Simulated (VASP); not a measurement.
## Mo6CO: single point with PBE

The system is Mo6CO, a slab with vacuum.

```
Mo C O
1.0
     4.46958    0.00000    0.00000
    -2.23479    3.87077    0.00000
     0.00000    0.00000   22.25957
Mo C O
6 1 1
Direct
  0.66667 0.33333 0.17970
  0.33333 0.66667 0.22068
  0.00000 0.00000 0.26167
  0.66667 0.33333 0.29905
  0.33333 0.66667 0.33552
  0.00000 0.00000 0.37106
  0.16667 0.33333 0.51347
  0.31140 0.62280 0.52696
```

```
Program                : VASP 6.6.1
Task                   : single point
Functional             : PBE
Potentials or basis    : VASP PAW PBE potentials, release 64 (Mo_sv, C, O)
Cutoff                 : 520 eV
k mesh                 : 6 × 6 × 1
Occupations            : gaussian, width 0.1 eV
Spin                   : no spin polarisation
Dipole correction      : yes
Further INCAR settings : ALGO = Normal; EDIFF = 1e-06; NBANDS = 57
```

| Quantity | Value |
| --- | --- |
| Largest force | 1.546 eV/Å |
| Band gap on the k mesh | zero (bands 47 and 48 overlap by 0.05 eV) |

Forces on the atoms (eV/Å):
```
Mo   0.000  0.003  1.434
Mo   0.000 -0.004 -0.201
Mo   0.000  0.001 -1.460
Mo   0.000 -0.009 -0.141
Mo   0.000 -0.012  0.080
Mo   0.000  0.060  0.412
C    0.000  1.489  0.104
O    0.000 -1.529 -0.229
```

Levels at points of the mesh, in eV from the Fermi level:
```tsv
k point	band 45	band 46	band 47	band 48	band 49	band 50
(0.00, 0.00, 0.00)	-1.22	-1.22	-0.95	-0.02	1.06	1.12
(0.50, 0.00, 0.00)	-0.66	-0.35	0.03	0.06	0.19	0.67
(0.00, 0.50, 0.00)	-0.65	-0.37	0.03	0.06	0.16	0.69
```

It took 8.9 min on 1 thread of AMD EPYC 9R45 96-Core Processor (Zen 5), with other jobs on the host, peak memory 0.61 GiB.
